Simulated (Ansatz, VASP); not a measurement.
InAs: VASP beside Ansatz

POSCAR

```
InAs
1.0
    0.0000000000      2.9934986636      2.9934986636
    2.9934986636      0.0000000000      2.9934986636
    2.9934986636      2.9934986636      0.0000000000
In As
1 1
Direct
    0.0000000000      0.0000000000      0.0000000000
    0.2500000000      0.2500000000      0.2500000000
```

INCAR.step1

```
PREC     = Accurate       # precision mode
ENCUT    = 520            # plane-wave cutoff, eV
ISMEAR   = -1             # smearing method
SIGMA    = 0.02           # smearing width, eV
LREAL    = False          # projectors in reciprocal space
LASPH    = True           # aspherical terms in the spheres
NELM     = 150            # most SCF steps
MAGMOM   = 0 0 0 0 0 0    # initial moments
LSORBIT  = True           # spin-orbit coupling
GGA_COMPAT= False        
NBANDS   = 30             # bands
GGA      = PE             # functional
ALGO     = Normal         # electronic algorithm
EDIFF    = 1E-4           # SCF threshold, eV
LWAVE    = True           # write WAVECAR
LCHARG   = False          # write CHGCAR
```

INCAR.step2

```
PREC     = Accurate       # precision mode
ENCUT    = 520            # plane-wave cutoff, eV
EDIFF    = 1E-7           # SCF threshold, eV
ISMEAR   = -1             # smearing method
SIGMA    = 0.02           # smearing width, eV
LREAL    = False          # projectors in reciprocal space
LASPH    = True           # aspherical terms in the spheres
NELM     = 150            # most SCF steps
ALGO     = Normal         # electronic algorithm
ISIF     = 2              # what is computed and relaxed
LWAVE    = False          # write WAVECAR
LCHARG   = False          # write CHGCAR
MAGMOM   = 0 0 0 0 0 0    # initial moments
LORBIT   = 11             # projections on sites
LSORBIT  = True           # spin-orbit coupling
GGA_COMPAT= False        
LORBMOM  = True         
METAGGA  = R2SCAN         # meta-GGA
LMIXTAU  = True         
NBANDS   = 30             # bands
ISTART   = 1
```

KPOINTS

```
regular mesh
0
Gamma
  8 8 8
```

Input for Ansatz:

```yaml
crystal:
  lattice:
    - [0.0, 2.9934986636, 2.9934986636]
    - [2.9934986636, 0.0, 2.9934986636]
    - [2.9934986636, 2.9934986636, 0.0]
  atoms:
    - { symbol: In, position: [0.0, 0.0, 0.0] }
    - { symbol: As, position: [0.25, 0.25, 0.25] }
kpoints:
  mp_grid: { grid: [8, 8, 8] }
  band_path:
    path:
      - [0.0, 0.0, 0.0]
      - [-0.5, -0.5, 0.0]
      - [-0.375, -0.375, 0.25]
      - [-0.375, 0.0, 0.375]
      - [0.0, 0.0, 0.5]
      - [-0.5, -0.25, 0.25]
    npoints: 1
hamiltonian:
  xc: r2scan
scf:
  occupations: { method: fermi_dirac, width: 0.02 }
  n_extra_bands: 8
magnetization:
  noncollinear: true
  spin_orbit: true
output:
  forces: true
  stress: true
  eigenvalues: true
```

Change from the starting cell: hydrostatic strain -2.0%.

Alike in both runs: task single point; functional r2SCAN; k mesh 8 × 8 × 8; occupations fermi-dirac, width 0.02 eV; non-collinear spin, spin-orbit coupling.

|  | VASP | Ansatz |
| --- | --- | --- |
| version | VASP 6.6.1 | Ansatz 0.2.0 |
| potentials or method | VASP PAW PBE potentials, release 64 (In_d, As) | plane waves, PAW |
| plane-wave cutoff (eV) | 520 | 500 |
| valence electrons in the cell | 18 | 28 |

Ansatz gave:

* pressure (GPa): 3.9

Problem. Estimate VASP's values.

Solution. Pressure (GPa): 4.0.

VASP's potentials were made for PBE, not for r2SCAN. The functional is the same, so the differences come from potentials, cutoffs and numerics. VASP's potentials hold 18 valence electrons a cell and Ansatz's 28, so a difference there can come from the potentials and not from the codes.
